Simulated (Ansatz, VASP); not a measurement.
One calculation of Se2O, two programs

```
CELL_PARAMETERS angstrom
1.71980 0.99293 4.80753
-1.71980 0.99293 4.80753
0.00000 -1.98586 4.80753
ATOMIC_POSITIONS crystal
Se 0.77402 0.77402 0.77402
Se 0.22598 0.22598 0.22598
O 0.00000 0.00000 0.00000
```

Alike in both runs: functional PBE; k mesh 6 × 6 × 6; occupations gaussian, width 0.1 eV; no spin polarisation.

Ansatz relaxed the structure, and its values are those at the end. VASP's run is a single point on that final structure, the one shown.

```csv
,VASP,Ansatz
version,VASP 6.6.1,Ansatz 0.2.0
potentials or method,"VASP PAW PBE potentials, release 64 (Se, O), cutoff 520 eV","scalar-relativistic, plane waves, PAW"
valence electrons in the cell,18,38
```

|  | VASP | Ansatz | Ansatz less VASP |
| --- | --- | --- | --- |
| gap on the k mesh at the Fermi level (eV) | none | none | - |
| pressure (GPa) | 0.0 | 0.0 | 0.00 |
| rms of the force components (eV/Å) | 0.011 | 0.001 | -0.0099 |

A gap of «none» marks a metal or a gap that the smearing closes. VASP's potentials hold 18 valence electrons a cell and Ansatz's 38, so a difference there can come from the potentials and not from the codes.
